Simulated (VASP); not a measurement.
Input of a VASP 6.6.1 run:

The input INCAR:

```
ALGO = Normal
EDIFF = 1E-6
ENCUT = 520
GGA = PS
ISIF = 2
ISMEAR = -1
ISPIN = 2
LASPH = True
LCHARG = False
LMAXMIX = 4
LORBIT = 11
LREAL = False
LWAVE = False
MAGMOM = 0.2
NBANDS = 15
NELM = 150
PREC = Accurate
SIGMA = 0.1
```

Contents of KPOINTS:

```
k-points
0
Gamma
  15 15 15
```

Contents of POSCAR:

```
Ni
1.0
    0.0000000000      1.7716500000      1.7716500000
    1.7716500000      0.0000000000      1.7716500000
    1.7716500000      1.7716500000      0.0000000000
Ni
1
Direct
    0.0000000000      0.0000000000      0.0000000000
```

Potentials or basis: VASP PAW PBE potentials, release 64 (Ni).

Launch:

```console
$ cat potpaw_PBE.64/Ni/POTCAR > POTCAR
$ mpirun -np 1 vasp_std > vasp.out
```

Question: Predict the site moments.

Answer: Ni +0.64 μB.

Question: Predict the pressure.

Answer: -12.8 GPa.

Question: What does it give for the net moment?

Answer: 0.63 μB per cell.

Caveat: the PAW data sets were made with another functional, which shifts forces and pressure a little.
